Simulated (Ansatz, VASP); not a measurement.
## One calculation of Mn, two programs

```
Mn
1.0
     0.00000    2.43030    2.43030
     2.43030    0.00000    2.43030
     2.43030    2.43030    0.00000
Mn
2
Direct
  0.00000 0.00000 0.00000
  0.50000 0.50000 0.50000
```

Alike in both runs: task single point; functional RPBE; k mesh 13 × 13 × 13; occupations fermi-dirac, width 0.05 eV; collinear spin.

|  | VASP | Ansatz |
| --- | --- | --- |
| version | VASP 6.6.1 | Ansatz 0.2.0 |
| potentials or method | VASP PAW PBE potentials, release 64 (Mn_pv), cutoff 520 eV | plane waves (420 eV) with PAW, scalar-relativistic |
| valence electrons in the cell | 26 | 30 |

```tsv
	VASP	Ansatz	Ansatz less VASP
pressure (GPa)	0.2	0.0	-0.20
net moment per atom (μB)	0.00	0.00	0.000
size of the moment on the site where the two differ most (μB)	2.70	2.59	-0.114
```

VASP's potentials were made for PBE, not for RPBE. Site moments also hang on the region over which each program counts them. VASP's potentials hold 26 valence electrons a cell and Ansatz's 30, so a difference there can come from the potentials and not from the codes.
